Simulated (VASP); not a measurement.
Write the native input for VASP 6.6.1 that does the following.

| Property | Result |
| --- | --- |
| Task | single point |
| Functional | PBE |
| Potentials or basis | VASP PAW PBE potentials, release 64 (Bi_d, P) |
| Cutoff | 520 eV |
| k mesh | 10 × 10 × 6 |
| Occupations | gaussian, width 0.05 eV |
| Spin | no spin polarisation |
| Dipole correction | no |
| Further INCAR settings | ALGO = Normal; EDIFF = 1e-07; NBANDS = 28 |

The structure of BiP lies in POSCAR:

```
BiP
1.0
    3.9548328106      0.0000000000      0.0000000000
   -1.9774164053      3.4249856817      0.0000000000
    0.0000000000      0.0000000000      7.1513634316
Bi P
2 2
Direct
    0.0000000000      0.0000000000      0.0000000000
    0.0000000000      0.0000000000      0.5000000000
    0.3333333333      0.6666666667      0.2500000000
    0.6666666667      0.3333333333      0.7500000000
```

One way to write it, as run:

INCAR

```
PREC = Accurate
ENCUT = 520
EDIFF = 1E-7
ISMEAR = 0
SIGMA = 0.05
LREAL = F
LASPH = T
NELM = 80
ALGO = Normal
ISIF = 2
LWAVE = F
LCHARG = F
GGA = PE
NBANDS = 28
```

KPOINTS

```
Automatic mesh
0
Gamma
  10 10 6
```

Potentials or basis: VASP PAW PBE potentials, release 64 (Bi_d, P).

Launch:

```sh
$ cat potpaw_PBE.64/Bi_d/POTCAR potpaw_PBE.64/P/POTCAR > POTCAR
$ mpirun -np 1 vasp_std > vasp.out
```

It gave:

```yaml
Pressure: 4.1 GPa
Band_gap_on_the_k_mesh: zero (bands 20 and 21 overlap by 1.17 eV)
```

Caveat: the cell stands under pressure; spin-orbit coupling is left out, which moves the levels of the heavy elements.

Wall time 67 s on 1 thread of Intel(R) Xeon(R) 6975P-C (Granite Rapids), with other jobs on the host, peak memory 0.28 GiB.
